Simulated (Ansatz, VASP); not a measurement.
# Two plane-wave programs on Ga

```
CELL_PARAMETERS angstrom
1.45000 -4.06500 0.00000
1.45000 4.06500 0.00000
0.00000 0.00000 3.20170
ATOMIC_POSITIONS crystal
Ga 0.13300 0.86700 0.75000
Ga 0.86700 0.13300 0.25000
```

Alike in both runs: functional PBE; k mesh 8 × 8 × 7; occupations fermi-dirac, width 0.05 eV; no spin polarisation.

```csv
,VASP,Ansatz
version,VASP 6.6.1,Ansatz 0.2.0
potentials or method,"VASP PAW PBE potentials, release 64 (Ga_d)",Ansatz PAW
plane-wave cutoff (eV),520,420
valence electrons in the cell,26,26
task,single point,band structure
```

```tsv
	VASP	Ansatz	Ansatz less VASP
gap on the k mesh at the Fermi level (eV)	none	none	-
pressure (GPa)	1.1	1.1	0.00
traceless stress, the component that is largest in VASP (GPa)	1.46	1.44	-0.025
rms of the force components (eV/Å)	0.118	0.117	-0.0007
```

Atom by atom the forces differ by 0.001 eV/Å (rms over components). A gap of «none» marks a metal or a gap that the smearing closes.
